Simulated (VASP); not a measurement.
Write the native input for VASP 6.6.1 that does the following.

* Task: single point
* Functional: LDA
* Potentials or basis: VASP PAW LDA potentials, release 64 (Hf_pv, N)
* Cutoff: 520 eV
* k mesh: 13 × 13 × 7
* Occupations: fermi-dirac, width 0.15 eV
* Spin: no spin polarisation
* Dipole correction: no
* Further INCAR settings: ALGO = Normal; EDIFF = 1e-06; NBANDS = 23

The structure of HfN lies in POSCAR:

```
HfN
1.0
    3.1339080000      0.0000000000      0.0000000000
   -1.5669540000      2.7140440000      0.0000000000
    0.0000000000      0.0000000000      5.4167680000
Hf N
2 2
Direct
    0.6666666667      0.3333333333      0.7500000000
    0.3333333333      0.6666666667      0.2500000000
    0.0000000000      0.0000000000      0.0000000000
    0.0000000000      0.0000000000      0.5000000000
```

The input as run:

INCAR

```
SYSTEM = HfN
PREC = Accurate
ENCUT = 520
EDIFF = 1E-6
ISMEAR = -1
SIGMA = 0.15
LREAL = .FALSE.
LASPH = .TRUE.
NELM = 60
ALGO = Normal
ISIF = 2
LWAVE = .FALSE.
LCHARG = .FALSE.
NBANDS = 23
```

KPOINTS

```
regular mesh
0
G
  13 13 7
  0 0 0
```

Potentials or basis: VASP PAW LDA potentials, release 64 (Hf_pv, N).

Command:

```bash
$ cat potpaw_LDA.64/Hf_pv/POTCAR potpaw_LDA.64/N/POTCAR > POTCAR
$ mpirun -np 1 vasp_std > vasp.out
```

Results of the run:

| Item | Value |
| --- | --- |
| Pressure | -9.9 GPa |
| Band gap on the k mesh | zero (bands 15 and 16 overlap by 1.75 eV) |

Caveat: the cell stands under tension; spin-orbit coupling is left out, which moves the levels of the heavy elements.

Run time: 94 s on 1 thread of Intel Xeon 8259CL, with other jobs on the host, peak memory 0.2 GiB.
